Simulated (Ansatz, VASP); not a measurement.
CdTe in VASP and in Ansatz

Contents of INCAR:

```
PREC = Accurate ; ENCUT = 520
EDIFF = 1E-6 ; ISMEAR = -1
SIGMA = 0.05 ; LREAL = False
LASPH = True ; NELM = 100
ALGO = Normal ; ISIF = 2
LWAVE = False ; LCHARG = False
GGA = B5 ; ALDAX = 1.0
AGGAX = 1.0 ; AGGAC = 1.0
ALDAC = 0.0 ; NBANDS = 16
```

Contents of KPOINTS:

```
Automatic mesh
0
Gamma
  7 7 7
```

POSCAR

```
CdTe
1.0
    0.0000000000      3.2050000000      3.2050000000
    3.2050000000      0.0000000000      3.2050000000
    3.2050000000      3.2050000000      0.0000000000
Te Cd
1 1
Direct
    0.7500000000      0.7500000000      0.7500000000
    0.0000000000      0.0000000000      0.0000000000
```

File input.yaml:

```yaml
crystal:
  lattice:
    - [0.0, 3.205, 3.205]
    - [3.205, 0.0, 3.205]
    - [3.205, 3.205, 0.0]
  atoms:
    - { symbol: Te, position: [0.75, 0.75, 0.75] }
    - { symbol: Cd, position: [0.0, 0.0, 0.0] }
hamiltonian:
  xc: blyp
  pseudopotentials: { kind: paw }
kpoints:
  mp_grid: { grid: [7, 7, 7] }
  band_path:
    path:
      - [[0.0, 0.0, 0.0], [0.5, 0.0, 0.5], [0.5, 0.25, 0.75], [0.375, 0.375, 0.75], [0.0, 0.0, 0.0], [0.5, 0.5, 0.5], [0.625, 0.25, 0.625], [0.5, 0.25, 0.75], [0.5, 0.5, 0.5], [0.375, 0.375, 0.75]]
      - [[0.625, 0.25, 0.625], [0.5, 0.0, 0.5]]
    npoints: 14
scf:
  occupations: { method: fermi_dirac, width: 0.05 }
  n_extra_bands: 6
output:
  forces: true
  stress: true
  eigenvalues: true
  fatbands: false
```

Alike in both runs: functional BLYP; k mesh 7 × 7 × 7; occupations fermi-dirac, width 0.05 eV; no spin polarisation.

```csv
,VASP,Ansatz
version,VASP 6.6.1,Ansatz 0.2.0
potentials or method,"VASP PAW PBE potentials, release 64 (Te, Cd)",Ansatz PAW
plane-wave cutoff (eV),520,420
valence electrons in the cell,18,36
task,single point,band structure
```

```csv
,VASP,Ansatz,Ansatz less VASP
gap on the k mesh at the Fermi level (eV),0.82,0.78,-0.040
least direct gap on the mesh (eV),0.82,0.78,-0.040
pressure (GPa),7.3,6.9,-0.34
```

VASP's potentials were made for PBE, not for BLYP. VASP's potentials hold 18 valence electrons a cell and Ansatz's 36, so a difference there can come from the potentials and not from the codes.

Neither program's run includes spin-orbit coupling.
